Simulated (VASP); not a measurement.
# SiO2 (P6_422) in VASP: a series of runs

SiO2 is run at these levels: PBE; tasks: single point.

Everything below comes from runs of VASP 6.6.1. Logs are shortened: lines on timing, memory, paths and dates and some standing lists are left out, and cuts for length are marked.

### Step 1. The cell of the first run

The structure is hexagonal, space group P6_422 (No. 181). Conventional cell: a = 4.809 Å, b = 4.809 Å, c = 5.539 Å, α = 90.00°, β = 90.00°, γ = 120.00°. Si (site symmetry 222) has 4 O at 1.58 Å within 2.1 Å. O (site symmetry 2) has 2 Si at 1.58 Å within 2.1 Å.

### Step 2. Single point, PBE (12.33 Å³/atom)

INCAR reads:

```
SYSTEM = SiO2
PREC     = Accurate       ! precision mode
ENCUT    = 520            ! plane-wave cutoff, eV
EDIFF    = 1E-7           ! SCF threshold, eV
ISMEAR   = 0              ! smearing method
SIGMA    = 0.02           ! smearing width, eV
LREAL    = .False.        ! projectors in reciprocal space
LASPH    = .True.         ! aspherical terms in the spheres
NELM     = 60             ! most SCF steps
ALGO     = Normal         ! electronic algorithm
ISIF     = 2              ! what is computed and relaxed
LWAVE    = .False.        ! write WAVECAR
LCHARG   = .False.        ! write CHGCAR
GGA      = PE             ! functional
NBANDS   = 34             ! bands
```

KPOINTS reads:

```
Automatic mesh
0
Gamma
  6 6 4
  0 0 0
```

POSCAR reads:

```
SiO2
1.0
    4.8090944123      0.0000000000      0.0000000000
   -2.4045472061      4.1647979303      0.0000000000
    0.0000000000      0.0000000000      5.5390932362
Si O
3 6
Direct
    0.0000000000      0.5000000000      0.3333333333
    0.5000000000      0.5000000000      0.6666666667
    0.5000000000      0.0000000000      0.0000000000
    0.6089089930      0.8044544965      0.8333333333
    0.8044544965      0.6089089930      0.5000000000
    0.8044544965      0.1955455035      0.1666666667
    0.3910910070      0.1955455035      0.8333333333
    0.1955455035      0.3910910070      0.5000000000
    0.1955455035      0.8044544965      0.1666666667
```

Potentials or basis: VASP PAW PBE potentials, release 64 (Si, O).

The run is started by

```bash
$ cat potpaw_PBE.64/Si/POTCAR potpaw_PBE.64/O/POTCAR > POTCAR
$ mpirun -np 1 vasp_std > vasp.out
```

OUTCAR:

```text
SYSTEM = SiO2
   PREC = Accurate
   ENCUT = 520
   EDIFF = 1E-7
   ISMEAR = 0
   LREAL = .False.
   LASPH = .True.
   NELM = 60
   ISIF = 2
   GGA = PE

 ion  position               nearest neighbor table
   1  0.000  0.500  0.333-   6 1.58   9 1.58   8 1.58   5 1.58   3 3.03   3 3.03   2 3.03   2 3.03

   2  0.500  0.500  0.667-   4 1.58   7 1.58   5 1.58   8 1.58   3 3.03   3 3.03   1 3.03   1 3.03

   3  0.500  0.000  0.000-   4 1.58   7 1.58   6 1.58   9 1.58   2 3.03   2 3.03   1 3.03   1 3.03

   4  0.609  0.804  0.833-   2 1.58   3 1.58
   5  0.804  0.609  0.500-   1 1.58   2 1.58
   6  0.804  0.196  0.167-   1 1.58   3 1.58
   7  0.391  0.196  0.833-   2 1.58   3 1.58
   8  0.196  0.391  0.500-   1 1.58   2 1.58
   9  0.196  0.804  0.167-   1 1.58   3 1.58

  LATTYP: Found a hexagonal cell.
 ALAT       =     4.8090944123
 C/A-ratio  =     1.1517954861

  Lattice vectors:

 A1 = (   4.8090944123,   0.0000000000,   0.0000000000)
 A2 = (  -2.4045472061,   4.1647979303,   0.0000000000)
 A3 = (   0.0000000000,   0.0000000000,   5.5390932362)

Analysis of symmetry for initial positions (statically):
=====================================================================
 Subroutine PRICEL returns:
 Original cell was already a primitive cell.

 Routine SETGRP: Setting up the symmetry group for a
 hexagonal supercell.

 Subroutine GETGRP returns: Found 12 space group operations
 (whereof  4 operations were pure point group operations)
 out of a pool of 24 trial point group operations.

The static configuration has the point symmetry D_2 .
 The point group associated with its full space group is D_6 .

Analysis of symmetry for dynamics (positions and initial velocities):
=====================================================================
 Subroutine PRICEL returns:
 Original cell was already a primitive cell.

 Routine SETGRP: Setting up the symmetry group for a
 hexagonal supercell.

 Subroutine GETGRP returns: Found 12 space group operations
 (whereof  4 operations were pure point group operations)
 out of a pool of 24 trial point group operations.

The dynamic configuration has the point symmetry D_2 .
 The point group associated with its full space group is D_6 .

 Subroutine INISYM returns: Found 12 space group operations
 (whereof  4 operations are pure point group operations),
 and found     1 'primitive' translations

----------------------------------------------------------------------------------------

                                     Primitive cell

  volume of cell :     110.9420

  direct lattice vectors                    reciprocal lattice vectors
     4.809094412  0.000000000  0.000000000     0.207939357  0.120053844  0.000000000
    -2.404547206  4.164797930  0.000000000     0.000000000  0.240107688  0.000000000
     0.000000000  0.000000000  5.539093236     0.000000000  0.000000000  0.180534964

  length of vectors
     4.809094412  4.809094412  5.539093236     0.240107688  0.240107688  0.180534964

  position of ions in fractional coordinates (direct lattice)
     0.000000000  0.500000000  0.333333333
     0.500000000  0.500000000  0.666666667
     0.500000000  0.000000000  0.000000000
     0.608908993  0.804454496  0.833333333
     0.804454496  0.608908993  0.500000000
     0.804454496  0.195545503  0.166666667
     0.391091007  0.195545503  0.833333333
     0.195545503  0.391091007  0.500000000
     0.195545503  0.804454496  0.166666667

  ion indices of the primitive-cell ions
   primitive index   ion index
                 1           1
                 2           2
                 3           3
                 4           4
                 5           5
                 6           6
                 7           7
                 8           8
                 9           9

----------------------------------------------------------------------------------------

 KPOINTS: Automatic mesh

Automatic generation of k-mesh.
 Grid dimensions read from file:
 generate k-points for:    6    6    4

 Generating k-lattice:

  Cartesian coordinates                     Fractional coordinates (reciprocal lattice)
     0.034656560  0.020008974  0.000000000     0.166666667  0.000000000  0.000000000
     0.000000000  0.040017948  0.000000000     0.000000000  0.166666667  0.000000000
     0.000000000  0.000000000  0.045133741     0.000000000  0.000000000  0.250000000

  Length of vectors
     0.040017948  0.040017948  0.045133741

  Shift w.r.t. Gamma in fractional coordinates (k-lattice)
     0.000000000  0.000000000  0.000000000

 Subroutine IBZKPT returns following result:
 ===========================================

 Found     21 irreducible k-points:

 Following reciprocal coordinates:
            Coordinates               Weight
  0.000000  0.000000  0.000000      1.000000
  0.166667  0.000000  0.000000      6.000000
  0.333333 -0.000000  0.000000      6.000000
  0.500000 -0.000000  0.000000      3.000000
  0.166667  0.166667  0.000000      6.000000
  0.333333  0.166667  0.000000     12.000000
[... 13 lines left out ...]
  0.333333  0.166667  0.500000     12.000000
  0.333333  0.333333  0.500000      2.000000
   k-points           NKPTS =     21   k-points in BZ     NKDIM =     21   number of bands    NBANDS=     34
   number of dos      NEDOS =    301   number of ions     NIONS =      9
   total plane-waves  NPLWV =  54432
   dimension x,y,z NGX =    36 NGY =   36 NGZ =   42
   dimension x,y,z NGXF=    72 NGYF=   72 NGZF=   84
   ions per type =               3   6
   NGX,Y,Z   is equivalent  to a cutoff of  12.44, 12.44, 12.61 a.u.
   NGXF,Y,Z  is equivalent  to a cutoff of  24.89, 24.89, 25.21 a.u.
 SYSTEM =  SiO2
   PREC   = accura    normal or accurate (medium, high low for compatibility)
   ISTART =      0    job   : 0-new  1-cont  2-samecut
   ICHARG =      2    charge: 1-file 2-atom 10-const
   ISPIN  =      1    spin polarized calculation?
   LNONCOLLINEAR =      F non collinear calculations
   LSORBIT =      F    spin-orbit coupling
   LASPH  =      T    aspherical Exc in radial PAW
   ENCUT  =  520.0 eV  38.22 Ry    6.18 a.u.   8.94  8.94 10.30*2*pi/ulx,y,z
   NELM   =     60;   NELMIN=  2; NELMDL= -5     # of ELM steps
   EDIFF  = 0.1E-06   stopping-criterion for ELM
   LREAL  =      F    real-space projection
   EDIFFG = 0.1E-05   stopping-criterion for IOM
   NSW    =      0    number of steps for IOM
   IBRION =     -1    ionic relax: 0-MD 1-quasi-New 2-CG
   NFREE  =      0    steps in history (QN), initial steepest desc. (CG)
   ISIF   =      2    stress and relaxation
   ISYM   =      2    0-nonsym 1-usesym 2-fastsym
   POTIM  = 0.5000    time-step for ionic-motion
   TEBEG  =    0.0;   TEEND  =   0.0 temperature during run
   PSTRESS=    0.0 pullay stress
   NELECT =      48.0000    total number of electrons
   NUPDOWN=      -1.0000    fix difference up-down
   EMIN   =  10.00;   EMAX   =-10.00  energy-range for DOS
   EFERMI =   0.00;   METHOD = LEGACY
   ISMEAR =     0;   SIGMA  =   0.02  broadening in eV -4-tet -1-fermi 0-gaus
   EFERMI_NEDOS =   21; number of points for ismear=-14 and -15
   IALGO  =     38    algorithm
   IMIX   =      4    mixing-type and parameters
     AMIX     =   0.40;   BMIX     =  1.00
     AMIX_MAG =   1.60;   BMIX_MAG =  1.00
  volume/ion in A,a.u.               =      12.33        83.19
  Fermi-wavevector in a.u.,A,eV,Ry     =   1.238198  2.339854 20.859543  1.533133
  Thomas-Fermi vector in A             =   2.372733
   LORBIT       =      0    0 simple, 1 ext, 2 COOP (PROOUT), +10 PAW based schemes
   GGA     = PE    functional components
   LHFCALC =     F    Hartree Fock is set to
   AEXX    =    0.0000 exact exchange contribution
   IVDW    =     0    specifies the selected vdW correction
   LEPSILON=     F    determine dielectric tensor
   LRPA    =     F    only Hartree local field effects (RPA)
 non-spin polarized calculation
 Gauss-broadening in eV      SIGMA  =   0.02
  energy-cutoff  :      520.00
  volume of cell :      110.94
 maximum number of plane-waves:      3012
 NGX is ok and might be reduce to    36
   NGX = 17   NGY = 17   NGZ = 21

 number of electron      47.9999992 magnetization

 Free energy of the ion-electron system (eV)
  ---------------------------------------------------
  ext. energy  EPLUGINS =         0.00000000
  ---------------------------------------------------
  free energy    TOTEN  =       -70.22651714 eV

  energy without entropy =      -70.22651714  energy(sigma->0) =      -70.22651714

 E-fermi :   1.5182     XC(G=0):  -9.2273

 val. band max:        1.3645358237   @ k =   0.0000   0.0000   0.5000
 cond. band min:       7.2122773650   @ k =   0.0000   0.0000   0.0000
 fundamental gap:      5.8477415413
 Fermi energy:         1.5181758789

 k-point     1 :       0.0000    0.0000    0.0000
  band No.  band energies     occupation
      1     -18.4385      2.00000
      2     -16.8705      2.00000
      3     -16.8705      2.00000
      4     -16.1858      2.00000
      5     -16.1858      2.00000
      6     -15.9386      2.00000
[... 26 lines left out ...]
     33      14.1113      0.00000
     34      14.8272      0.00000

 k-point     2 :       0.1667    0.0000    0.0000
  band No.  band energies     occupation
      1     -18.3509      2.00000
      2     -16.9606      2.00000
      3     -16.8711      2.00000
      4     -16.1915      2.00000
      5     -16.1831      2.00000
      6     -15.9788      2.00000
[... 26 lines left out ...]
     33      14.0007      0.00000
     34      14.4632      0.00000
[... 664 lines left out ...]
     33      13.1725      0.00000
     34      13.4654      0.00000

 k-point    21 :       0.3333    0.3333    0.5000
  band No.  band energies     occupation
      1     -17.8823      2.00000
      2     -17.1325      2.00000
      3     -17.1325      2.00000
      4     -16.2768      2.00000
      5     -16.2768      2.00000
      6     -16.0284      2.00000
[... 26 lines left out ...]
     33      13.3233      0.00000
     34      13.5909      0.00000

------------------------ aborting loop because EDIFF is reached ----------------------------------------

  FORCE on cell =-STRESS in cart. coord.  units (eV):
  Direction    XX          YY          ZZ          XY          YZ          ZX
  --------------------------------------------------------------------------------------
  -------------------------------------------------------------------------------------
  Total       13.3315957     13.3315957     13.4447866      0.0000000     -0.0000000     -0.0000000
  in kB      192.5292869    192.5292869    194.1639432      0.0000000     -0.0000000     -0.0000000
  external PRESSURE =     193.0741723 kB  Pullay stress =       0.0000000 kB

 VOLUME and BASIS-vectors are now :
 -----------------------------------------------------------------------------
  energy-cutoff  :      520.00
  volume of cell :      110.94
      direct lattice vectors                 reciprocal lattice vectors
     4.809094412  0.000000000  0.000000000     0.207939357  0.120053844  0.000000000
    -2.404547206  4.164797930  0.000000000     0.000000000  0.240107688  0.000000000
     0.000000000  0.000000000  5.539093236     0.000000000  0.000000000  0.180534964

 POSITION                                       TOTAL-FORCE (eV/Angst)
 -----------------------------------------------------------------------------------
     -1.20227      2.08240      1.84636         0.000000     -0.000000      0.000000
      1.20227      2.08240      3.69273         0.000000     -0.000000     -0.000000
      2.40455      0.00000      0.00000         0.000000     -0.000000     -0.000000
      0.99395      3.35039      4.61591        -0.013524     -0.007808      0.000000
      2.40455      2.53598      2.76955        -0.000000     -0.015616      0.000000
      3.39850      0.81441      0.92318        -0.013524      0.007808     -0.000000
      1.41060      0.81441      4.61591         0.013524      0.007808      0.000000
      0.00000      1.62882      2.76955         0.000000      0.015616      0.000000
     -0.99395      3.35039      0.92318         0.013524     -0.007808     -0.000000
 -----------------------------------------------------------------------------------
    total drift:                                0.000000     -0.000000     -0.000001

  FREE ENERGIE OF THE ION-ELECTRON SYSTEM (eV)
  ---------------------------------------------------
  free  energy   TOTEN  =       -70.2265171440 eV

  energy  without entropy=      -70.2265171440  energy(sigma->0) =      -70.22651714
```

Run time: 73 s. Hardware: 1 thread of Intel Xeon Platinum 8259CL at 2.50GHz (Skylake/Cascade Lake), shared host; peak memory 0.23 GiB.

What came out:

| Item | Value |
| --- | --- |
| Free energy | -70.2265 eV |
| Pressure | 19.3 GPa |
| Largest force | 0.016 eV/Å |
| Band gap on the k mesh | 5.85 eV (least direct gap 5.87 eV) |

Forces in eV/Å, atoms in the order of the input:
```
Si   0.000  0.000  0.000
Si   0.000  0.000  0.000
Si   0.000  0.000  0.000
O   -0.014 -0.008  0.000
O    0.000 -0.016  0.000
O   -0.014  0.008  0.000
O    0.014  0.008  0.000
O    0.000  0.016  0.000
O    0.014 -0.008  0.000
```

Caveat: the cell stands under pressure. A k mesh can miss the band edges.

### Step 3. Single point, PBE (12.75 Å³/atom)

This run uses another cell than the first one, of 12.75 Å³/atom.

INCAR reads:

```
SYSTEM = SiO2
ALGO     = Normal         ! electronic algorithm
EDIFF    = 1E-6           ! SCF threshold, eV
ENCUT    = 520            ! plane-wave cutoff, eV
GGA      = PE             ! functional
ISIF     = 2              ! what is computed and relaxed
ISMEAR   = 0              ! smearing method
LASPH    = .TRUE.         ! aspherical terms in the spheres
LCHARG   = .TRUE.         ! write CHGCAR
LELF     = .TRUE.         ! ELF
LREAL    = .FALSE.        ! projectors in reciprocal space
LVHAR    = .TRUE.       
LWAVE    = .FALSE.        ! write WAVECAR
NBANDS   = 34             ! bands
NELM     = 60             ! most SCF steps
PREC     = Accurate       ! precision mode
SIGMA    = 0.02           ! smearing width, eV
```

KPOINTS reads:

```
k-points
0
G
  6 6 4
  0 0 0
```

POSCAR reads:

```
SiO2
1.0
    4.9007756550      0.0000000000      0.0000000000
   -2.4503878275      4.2441962155      0.0000000000
    0.0000000000      0.0000000000      5.5156202568
Si O
3 6
Direct
    0.0000000000      0.5000000000      0.3333333333
    0.5000000000      0.5000000000      0.6666666667
    0.5000000000      0.0000000000      0.0000000000
    0.6013908948      0.8006954474      0.8333333333
    0.8006954474      0.6013908948      0.5000000000
    0.8006954474      0.1993045526      0.1666666667
    0.3986091052      0.1993045526      0.8333333333
    0.1993045526      0.3986091052      0.5000000000
    0.1993045526      0.8006954474      0.1666666667
```

Potentials or basis: VASP PAW PBE potentials, release 64 (Si, O).

The run is started by

```bash
$ cat potpaw_PBE.64/Si/POTCAR potpaw_PBE.64/O/POTCAR > POTCAR
$ mpirun -np 1 vasp_std > vasp.out
```

It took 68 s on 1 thread of Intel Xeon Platinum 8259CL at 2.50GHz (Skylake/Cascade Lake), shared host; peak memory 0.23 GiB.

The run converged. Its results:

* Free energy: -70.6268 eV
* Pressure: 14.0 GPa
* Largest force: 0.015 eV/Å
* Band gap on the k mesh: 5.84 eV (least direct gap 5.93 eV)

Forces on the atoms (eV/Å):
```
Si   0.000  0.000  0.000
Si   0.000  0.000  0.000
Si   0.000  0.000  0.000
O   -0.013 -0.008  0.000
O    0.000 -0.015  0.000
O   -0.013  0.008  0.000
O    0.013  0.008  0.000
O    0.000  0.015  0.000
O    0.013 -0.008  0.000
```

Stress tensor (GPa, compression positive):
```
14.00  0.00  0.00
 0.00 14.00  0.00
 0.00  0.00 14.11
```

Levels at points of the mesh, in eV from the valence-band top:
```tsv
k point	band 20	band 21	band 22	band 23	band 24	band 25	band 26	band 27	band 28	band 29
(0.00, 0.00, 0.00)	-1.21	-1.21	-0.54	-0.54	-0.09	5.84	9.10	9.10	9.81	9.81
(0.50, 0.00, 0.00)	-1.30	-1.23	-0.99	-0.44	-0.03	7.89	8.87	9.71	9.91	9.99
(0.00, 0.00, 0.50)	-1.82	-1.34	-0.39	0.00	0.00	7.69	7.69	8.41	10.29	10.29
(0.50, 0.00, 0.50)	-1.38	-0.95	-0.79	-0.70	-0.39	8.96	9.21	9.57	9.65	9.73
```

Caveat: the cell stands under pressure.
